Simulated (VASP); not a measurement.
B, 6 atoms in the cell. The structure is hexagonal, space group P-6m2 (No. 187). The conventional cell has a = 2.891 Å, b = 2.891 Å, c = 5.316 Å, α = 90.00°, β = 90.00°, γ = 120.00°. B (site symmetry -6m2) has 12 B at 1.87 to 2.48 Å within 2.5 Å. Within 2.3 Å of B (site symmetry 3m) lie 8 B at 1.70 to 1.94 Å. B (site symmetry 3m) has 7 B at 1.66 to 1.94 Å within 2.2 Å. Within 2.4 Å of B (site symmetry -6m2) lie 8 B at 1.81 to 1.86 Å. The cell was built from a structure type or drawn by symmetry, and may not be a known phase.

- Program: VASP 6.6.1
- Task: single point
- Functional: PBE
- Potentials or basis: VASP PAW PBE potentials, release 64 (B)
- Cutoff: 520 eV
- k mesh: 6 × 6 × 4
- Occupations: gaussian, width 0.1 eV
- Spin: no spin polarisation
- Dipole correction: no
- Further INCAR settings: ALGO = Normal; EDIFF = 1e-06; NBANDS = 18

Potentials or basis: VASP PAW PBE potentials, release 64 (B).

Run with:

```console
$ cat potpaw_PBE.64/B/POTCAR > POTCAR
$ mpirun -np 1 vasp_std > vasp.out
```

Hardware: 1 thread of AMD EPYC 9R45 96-Core Processor (Zen 5) (shared host).

Task: How long does it take, and how much memory?

Result: It took 8.6 s on 1 thread of AMD EPYC 9R45 96-Core Processor (Zen 5), on a shared host, peak memory 0.12 GiB. Counts: scf iterations 12, k points 21.
